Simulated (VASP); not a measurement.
# Ge (I4_1/amd) in VASP: relaxation of cell and atoms with LDA

Aim: the relaxation of cell and atoms of Ge with LDA.

All numbers are computed with VASP 6.6.1; they aren't measurements. Logs are shortened: lines on timing, memory, paths and dates and some standing lists are left out, and cuts for length are marked.

### Step 1. The cell of the first run

The structure is tetragonal, space group I4_1/amd (No. 141). The conventional cell has a = 5.149 Å, b = 5.149 Å, c = 2.795 Å, α = 90.00°, β = 90.00°, γ = 90.00°. Ge (site symmetry -4m2) has 10 Ge at 2.67 to 3.32 Å within 3.5 Å.

### Step 2. Relaxation of cell and atoms, LDA, target pressure 20 GPa, at which the enthalpy is minimised

Contents of INCAR:

```
ALGO = Normal
EDIFF = 1E-6
EDIFFG = -0.01
ENCUT = 600
IBRION = 2
ISIF = 3
ISMEAR = -1
LASPH = T
LCHARG = F
LREAL = F
LWAVE = F
NELM = 80
NSW = 80
PREC = Accurate
PSTRESS = 200.0
SIGMA = 0.05
```

Contents of KPOINTS:

```
k-points
0
Gamma
  13 13 13
```

Contents of POSCAR:

```
Ge
1.0
   -2.5744897200      2.5744897200      1.3974126400
    2.5744897200     -2.5744897200      1.3974126400
    2.5744897200      2.5744897200     -1.3974126400
Ge
2
Direct
    0.2500000000      0.7500000000      0.5000000000
    0.5000000000      0.5000000000      0.0000000000
```

Potentials or basis: VASP PAW LDA potentials, release 64 (Ge_d).

Command:

```bash
$ cat potpaw_LDA.64/Ge_d/POTCAR > POTCAR
$ mpirun -np 1 vasp_std > vasp.out
```

OUTCAR:

```text
EDIFF = 1E-6
   EDIFFG = -0.01
   ENCUT = 600
   IBRION = 2
   ISIF = 3
   ISMEAR = -1
   LASPH = T
   LREAL = F
   NELM = 80
   NSW = 80
   PREC = Accurate
   PSTRESS = 200.0

 ion  position               nearest neighbor table
   1  0.250  0.750  0.500-   2 2.67   2 2.67   2 2.67   2 2.67
   2  0.500  0.500  0.000-   1 2.67   1 2.67   1 2.67   1 2.67

  LATTYP: Found a body centered tetragonal cell.
 ALAT       =     5.1489794400
 C/A-ratio  =     0.5427920839

  Lattice vectors:

 A1 = (  -2.5744897200,   2.5744897200,   1.3974126400)
 A2 = (   2.5744897200,  -2.5744897200,   1.3974126400)
 A3 = (   2.5744897200,   2.5744897200,  -1.3974126400)

Analysis of symmetry for initial positions (statically):
=====================================================================
 Subroutine PRICEL returns:
 Original cell was already a primitive cell.

 Routine SETGRP: Setting up the symmetry group for a
 body centered tetragonal supercell.

 Subroutine GETGRP returns: Found 16 space group operations
 (whereof  8 operations were pure point group operations)
 out of a pool of 16 trial point group operations.

The static configuration has the point symmetry D_2d.
 The point group associated with its full space group is D_4h.

Analysis of symmetry for dynamics (positions and initial velocities):
=====================================================================
 Subroutine PRICEL returns:
 Original cell was already a primitive cell.

 Routine SETGRP: Setting up the symmetry group for a
 body centered tetragonal supercell.

 Subroutine GETGRP returns: Found 16 space group operations
 (whereof  8 operations were pure point group operations)
 out of a pool of 16 trial point group operations.

The dynamic configuration has the point symmetry D_2d.
 The point group associated with its full space group is D_4h.

 Subroutine INISYM returns: Found 16 space group operations
 (whereof  8 operations are pure point group operations),
 and found     1 'primitive' translations

----------------------------------------------------------------------------------------

                                     Primitive cell

  volume of cell :      37.0482

  direct lattice vectors                    reciprocal lattice vectors
    -2.574489720  2.574489720  1.397412640     0.000000000  0.194213244  0.357804120
     2.574489720 -2.574489720  1.397412640     0.194213244  0.000000000  0.357804120
     2.574489720  2.574489720 -1.397412640     0.194213244  0.194213244  0.000000000

  length of vectors
     3.899840602  3.899840602  3.899840602     0.407114938  0.407114938  0.274659004

  position of ions in fractional coordinates (direct lattice)
     0.250000000  0.750000000  0.500000000
     0.500000000  0.500000000  0.000000000

  ion indices of the primitive-cell ions
   primitive index   ion index
                 1           1
                 2           2

----------------------------------------------------------------------------------------

 KPOINTS: k-points

Automatic generation of k-mesh.
 Grid dimensions read from file:
 generate k-points for:   13   13   13

 Generating k-lattice:

  Cartesian coordinates                     Fractional coordinates (reciprocal lattice)
     0.000000000  0.014939480  0.027523394     0.076923077 -0.000000000  0.000000000
     0.014939480  0.000000000  0.027523394    -0.000000000  0.076923077  0.000000000
     0.014939480  0.014939480  0.000000000     0.000000000  0.000000000  0.076923077

  Length of vectors
     0.031316534  0.031316534  0.021127616

  Shift w.r.t. Gamma in fractional coordinates (k-lattice)
     0.000000000  0.000000000  0.000000000

 Subroutine IBZKPT returns following result:
 ===========================================

 Found    196 irreducible k-points:

 Following reciprocal coordinates:
            Coordinates               Weight
  0.000000  0.000000  0.000000      1.000000
  0.076923  0.000000 -0.000000      8.000000
  0.153846  0.000000  0.000000      8.000000
  0.230769  0.000000  0.000000      8.000000
  0.307692  0.000000  0.000000      8.000000
  0.384615  0.000000  0.000000      8.000000
[... 16 lines left out ...]
  0.384615  0.153846  0.000000     16.000000
  0.461538  0.153846  0.000000     16.000000
 [... further k-points ...]
   k-points           NKPTS =    196   k-points in BZ     NKDIM =    196   number of bands    NBANDS=     18
   number of dos      NEDOS =    301   number of ions     NIONS =      2
   total plane-waves  NPLWV =  32768
   dimension x,y,z NGX =    32 NGY =   32 NGZ =   32
   dimension x,y,z NGXF=    64 NGYF=   64 NGZF=   64
   ions per type =               2
   NGX,Y,Z   is equivalent  to a cutoff of  13.64, 13.64, 13.64 a.u.
   NGXF,Y,Z  is equivalent  to a cutoff of  27.28, 27.28, 27.28 a.u.
 SYSTEM =  unknown system
   PREC   = accura    normal or accurate (medium, high low for compatibility)
   ISTART =      0    job   : 0-new  1-cont  2-samecut
   ICHARG =      2    charge: 1-file 2-atom 10-const
   ISPIN  =      1    spin polarized calculation?
   LNONCOLLINEAR =      F non collinear calculations
   LSORBIT =      F    spin-orbit coupling
   LASPH  =      T    aspherical Exc in radial PAW
   ENCUT  =  600.0 eV  44.10 Ry    6.64 a.u.   7.79  7.79  7.79*2*pi/ulx,y,z
   NELM   =     80;   NELMIN=  2; NELMDL= -5     # of ELM steps
   EDIFF  = 0.1E-05   stopping-criterion for ELM
   LREAL  =      F    real-space projection
   EDIFFG = -.1E-01   stopping-criterion for IOM
   NSW    =     80    number of steps for IOM
   IBRION =      2    ionic relax: 0-MD 1-quasi-New 2-CG
   NFREE  =      1    steps in history (QN), initial steepest desc. (CG)
   ISIF   =      3    stress and relaxation
   ISYM   =      2    0-nonsym 1-usesym 2-fastsym
   POTIM  = 0.5000    time-step for ionic-motion
   TEBEG  =    0.0;   TEEND  =   0.0 temperature during run
   PSTRESS=  200.0 pullay stress
   NELECT =      28.0000    total number of electrons
   NUPDOWN=      -1.0000    fix difference up-down
   EMIN   =  10.00;   EMAX   =-10.00  energy-range for DOS
   EFERMI =   0.00;   METHOD = LEGACY
   ISMEAR =    -1;   SIGMA  =   0.05  broadening in eV -4-tet -1-fermi 0-gaus
   EFERMI_NEDOS =   21; number of points for ismear=-14 and -15
   IALGO  =     38    algorithm
   IMIX   =      4    mixing-type and parameters
     AMIX     =   0.40;   BMIX     =  1.00
     AMIX_MAG =   1.60;   BMIX_MAG =  1.00
  volume/ion in A,a.u.               =      18.52       125.01
  Fermi-wavevector in a.u.,A,eV,Ry     =   1.491209  2.817976 30.255333  2.223704
  Thomas-Fermi vector in A             =   2.603893
   LORBIT       =      0    0 simple, 1 ext, 2 COOP (PROOUT), +10 PAW based schemes
   GGA     = CA    functional components
   LHFCALC =     F    Hartree Fock is set to
   AEXX    =    0.0000 exact exchange contribution
   IVDW    =     0    specifies the selected vdW correction
   LEPSILON=     F    determine dielectric tensor
   LRPA    =     F    only Hartree local field effects (RPA)
 conjugate gradient relaxation of ions
 non-spin polarized calculation
  energy-cutoff  :      600.00
  volume of cell :       37.05
 maximum number of plane-waves:      1258
   NGX = 15   NGY = 15   NGZ = 15

--------------------------------------- Ionic step        1  -------------------------------------------

 number of electron      28.0000000 magnetization

 Free energy of the ion-electron system (eV)
  ---------------------------------------------------
  ext. energy  EPLUGINS =         0.00000000
  ---------------------------------------------------
  free energy    TOTEN  =       -10.02590819 eV

  energy without entropy =      -10.02029677  energy(sigma->0) =      -10.02310248

------------------------ aborting loop because EDIFF is reached ----------------------------------------

  FORCE on cell =-STRESS in cart. coord.  units (eV):
  Direction    XX          YY          ZZ          XY          YZ          ZX
  --------------------------------------------------------------------------------------
  -------------------------------------------------------------------------------------
  Total       -0.7206089     -0.7206089     -0.3682852      0.0000000      0.0000000      0.0000000
  in kB      -31.1632849    -31.1632849    -15.9267755      0.0000000      0.0000000      0.0000000
  external PRESSURE =    -226.0844484 kB  Pullay stress =     200.0000000 kB
[... 23 lines left out ...]
  enthalpy is  TOTEN    =        -5.4011780475 eV   P V=        4.6247301380

--------------------------------------- Ionic step        2  -------------------------------------------

 number of electron      28.0000002 magnetization

 E-fermi :  12.0496     XC(G=0): -13.8410

 val. band max:       12.0297333014   @ k =   0.3846   0.2308  -0.0000
 cond. band min:      12.0663277068   @ k =   0.3846   0.3846   0.0769
 fundamental gap:      0.0365944054
 Fermi energy:        12.0496021288

 k-point     1 :       0.0000    0.0000    0.0000
  band No.  band energies     occupation
      1     -13.7153      2.00000
      2     -13.5590      2.00000
      3     -13.5350      2.00000
      4     -13.4791      2.00000
      5     -13.1502      2.00000
      6     -13.1502      2.00000
[... 10 lines left out ...]
     17      22.6898      0.00000
     18      23.5677      0.00000
[... 466 lines left out ...]
      2     -13.4603      2.00000
      3     -13.4414      2.00000
      4     -13.3492      2.00000
      5     -13.2744      2.00000
      6     -13.2295      2.00000
[... 10 lines left out ...]
     17      17.2580      0.00000
     18      21.0808      0.00000

 [... further k-points ...]

------------------------ aborting loop because EDIFF is reached ----------------------------------------

  FORCE on cell =-STRESS in cart. coord.  units (eV):
  Direction    XX          YY          ZZ          XY          YZ          ZX
  --------------------------------------------------------------------------------------
  -------------------------------------------------------------------------------------
  Total       11.6450561     11.6450561     11.2481947      0.0000000      0.0000000      0.0000000
  in kB      754.6044135    754.6044135    728.8876357      0.0000000      0.0000000      0.0000000
  external PRESSURE =     546.0321543 kB  Pullay stress =     200.0000000 kB
[... 55 lines left out ...]
  FREE ENERGIE OF THE ION-ELECTRON SYSTEM (eV)
  ---------------------------------------------------
  free  energy   TOTEN  =        -9.7736905816 eV

  energy  without entropy=       -9.7677499672  energy(sigma->0) =       -9.77072027

  enthalpy is  TOTEN    =        -5.9428291093 eV   P V=        3.8308614723

[... ionic steps 4 to 9 ...]

--------------------------------------- Ionic step       10  -------------------------------------------

 number of electron      27.9999994 magnetization

------------------------ aborting loop because EDIFF is reached ----------------------------------------

  FORCE on cell =-STRESS in cart. coord.  units (eV):
  Direction    XX          YY          ZZ          XY          YZ          ZX
  --------------------------------------------------------------------------------------
  -------------------------------------------------------------------------------------
  Total        3.7785970      3.7785970      3.7685972      0.0000000     -0.0000000      0.0000000
  in kB      198.7085507    198.7085507    198.1826798      0.0000000     -0.0000000      0.0000000
  external PRESSURE =      -1.4667396 kB  Pullay stress =     200.0000000 kB
[... 61 lines left out ...]
  enthalpy is  TOTEN    =        -5.9441037501 eV   P V=        3.7972129754

--------------------------------------- Ionic step       12  -------------------------------------------

 number of electron      27.9999994 magnetization

 Free energy of the ion-electron system (eV)
  ---------------------------------------------------
  ext. energy  EPLUGINS =         0.00000000
  ---------------------------------------------------
  free energy    TOTEN  =        -9.74433606 eV

  energy without entropy =       -9.73844891  energy(sigma->0) =       -9.74139248

 E-fermi :   8.8850     XC(G=0): -12.6474

 val. band max:        8.8816672096   @ k =  -0.2308   0.1538   0.0000
 cond. band min:       8.8854664441   @ k =   0.3846   0.3846   0.0769
 fundamental gap:      0.0037992346
 Fermi energy:         8.8850133693

 k-point     1 :       0.0000    0.0000    0.0000
  band No.  band energies     occupation
      1     -16.2152      2.00000
      2     -16.1155      2.00000
      3     -16.1011      2.00000
      4     -16.0702      2.00000
      5     -15.8917      2.00000
      6     -15.8917      2.00000
[... 10 lines left out ...]
     17      17.9468      0.00000
     18      18.4454      0.00000
[... 466 lines left out ...]
      2     -16.0600      2.00000
      3     -16.0435      2.00000
      4     -15.9913      2.00000
      5     -15.9585      2.00000
      6     -15.9295      2.00000
[... 10 lines left out ...]
     17      13.7812      0.00000
     18      16.2640      0.00000

 [... further k-points ...]

------------------------ aborting loop because EDIFF is reached ----------------------------------------

  FORCE on cell =-STRESS in cart. coord.  units (eV):
  Direction    XX          YY          ZZ          XY          YZ          ZX
  --------------------------------------------------------------------------------------
  -------------------------------------------------------------------------------------
  Total        3.7841454      3.7841454      3.7854596      0.0000000      0.0000000      0.0000000
  in kB      199.1542992    199.1542992    199.2234612      0.0000000      0.0000000      0.0000000
  external PRESSURE =      -0.8226468 kB  Pullay stress =     200.0000000 kB
[... 17 lines left out ...]
  FREE ENERGIE OF THE ION-ELECTRON SYSTEM (eV)
  ---------------------------------------------------
  free  energy   TOTEN  =        -9.7443360576 eV

  energy  without entropy=       -9.7384489120  energy(sigma->0) =       -9.74139248

  enthalpy is  TOTEN    =        -5.9441213863 eV   P V=        3.8002146713

 reached required accuracy - stopping structural energy minimisation
```

Wall time 6.1 min (1 thread of Intel Xeon Platinum 8488C (Sapphire Rapids), shared host); peak memory 0.27 GiB.

Results:

```
Free energy                                                : -9.7443 eV
Relaxed volume                                             : 15.22 Å³/atom
Relaxed cell                                               : a = 3.645 Å, b = 3.645 Å, c = 3.645 Å, α = 97.51°, β = 97.51°, γ = 137.61°
Space group after relaxing (to 0.1 Å)                      : I4_1/amd (No. 141)
Energy change on relaxing (the run minimises the enthalpy) : +140.8 meV/atom
Ionic steps                                                : 12
Pressure after relaxing                                    : 19.9 GPa
Band gap on the k mesh                                     : zero (bands 14 and 15 overlap by 6.37 eV)
```

Step by step:
| step | energy change (eV) | largest force (eV/Å) | pressure (GPa) | volume (Å³) |
| --- | --- | --- | --- | --- |
| 1 | 0.0000 | 0.0000 | -2.61 | 37.05 |
| 2 | 1.8000 | 0.0000 | 74.60 | 24.72 |
| 3 | 0.2522 | 0.0000 | 18.76 | 30.69 |
| 4 | 0.2734 | 0.0000 | 19.65 | 30.51 |
| 5 | 0.2887 | 0.0000 | 20.33 | 30.39 |
| 6 | 0.2730 | 0.0000 | 19.52 | 30.51 |
| 7 | 0.2762 | 0.0000 | 19.92 | 30.49 |
| 8 | 0.2749 | 0.0000 | 19.69 | 30.50 |
| 9 | 0.2793 | 0.0000 | 19.95 | 30.46 |
| 10 | 0.2786 | 0.0000 | 19.85 | 30.47 |
| 11 | 0.2846 | 0.0000 | 20.39 | 30.42 |
| 12 | 0.2816 | 0.0000 | 19.92 | 30.44 |

Final structure:
```yaml
crystal:
  lattice:
    - [-2.40309, 2.40309, 1.31792]
    - [2.40309, -2.40309, 1.31792]
    - [2.40309, 2.40309, -1.31792]
  atoms:
    - { symbol: Ge, position: [0.25000, 0.75000, 0.50000] }
    - { symbol: Ge, position: [0.50000, 0.50000, 0.00000] }
```

Caveat: the cell is relaxed towards a set pressure, so the run minimises the enthalpy, not the energy; the volume moved by over 15 % at a fixed basis, so the end points are rough.
